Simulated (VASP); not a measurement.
Runs of VASP 6.6.1 on Cu. The structure is that of space group P6_3/mmc (No. 194), or close to it. The cells are those of the table. 

```tsv
potentials or basis	cell	k mesh	cutoff (eV)	smearing	second run	gap on the mesh (eV)	pressure (GPa)
VASP PAW PBE potentials, release 64 (Cu)	a = 2.415, b = 2.415, c = 3.945 Å, angles 90.0, 90.0, 120.0°, 2 atoms	18 × 18 × 10	520	gaussian 0.1 eV	-	none	30.0
VASP PAW PBE potentials, release 64 (Cu)	a = 2.521, b = 2.521, c = 4.117 Å, angles 90.0, 90.0, 120.0°, 2 atoms	18 × 18 × 8	520	gaussian 0.15 eV	-	none	(b)
VASP PAW PBE potentials, release 64 (Cu_sv_GW)	a = 2.546, b = 2.546, c = 4.157 Å, angles 90.0, 90.0, 120.0°, 2 atoms	18 × 18 × 10	700	gaussian 0.1 eV	valence_matched	none	-9.4
VASP PAW PBE potentials, release 64 (Cu)	a = 2.470, b = 2.470, c = 4.034 Å, angles 90.0, 90.0, 120.0°, 2 atoms	24 × 24 × 12	520	gaussian 0.1 eV	-	none	(a)
VASP PAW PBE potentials, release 64 (Cu)	a = 2.621, b = 2.621, c = 4.281 Å, angles 90.0, 90.0, 120.0°, 2 atoms	24 × 24 × 12	520	gaussian 0.1 eV	-	none	-14.1
```

Alike in all rows: task single point; level PBEsol; no spin polarisation.

Task: Fill in the values left out.

Result: (a) 12.5; (b) 0.7.

Caveats: the PAW data sets were made with another functional, which shifts forces and pressure a little.

A gap of «none» marks levels without a gap at the run's occupations.

The runs don't all hold the same shells in valence.
